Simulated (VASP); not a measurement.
Runs of VASP 6.6.1 on Na2Ru. The structure is that of space group P6/mmm (No. 191), or close to it. The cells are those of the table. The cell was built from a structure type or drawn by symmetry, and may not be a known phase.

| task | spin | cell | k mesh | cutoff (eV) | gap on the mesh (eV) | pressure (GPa) |
| --- | --- | --- | --- | --- | --- | --- |
| relaxation of cell and atoms | off | relaxed from a = 4.276, b = 4.276, c = 3.501 Å, angles 90.0, 90.0, 120.0°, 3 atoms | 6 × 6 × 6 | 600 | none | 0.0 |
| single point | off | a = 5.320, b = 5.320, c = 2.413 Å, angles 90.0, 90.0, 120.0°, 3 atoms | 6 × 6 × 6 | 520 | none | (a) |
| single point | off | a = 4.276, b = 4.276, c = 3.501 Å, angles 90.0, 90.0, 120.0°, 3 atoms | 6 × 6 × 6 | 520 | none | 21.3 |
| single point | collinear, ferromagnetic start | a = 5.320, b = 5.320, c = 2.413 Å, angles 90.0, 90.0, 120.0°, 3 atoms | 6 × 6 × 8 | 520 | none | 1.6 |

Alike in all rows: level PBE; potentials or basis VASP PAW PBE potentials, release 64 (Na_pv, Ru_pv); smearing gaussian 0.1 eV.

Estimate the missing entries.

(a) 0.3.

Caveats: some runs use coarse meshes; a cell axis changed by over 15 % at a fixed basis, so the end point is rough (at least some runs); the cell stands under pressure (at least some runs).

A k mesh can miss the band edges, and the runs leave out spin-orbit coupling on Ru.

A gap of «none» marks levels without a gap at the run's occupations.
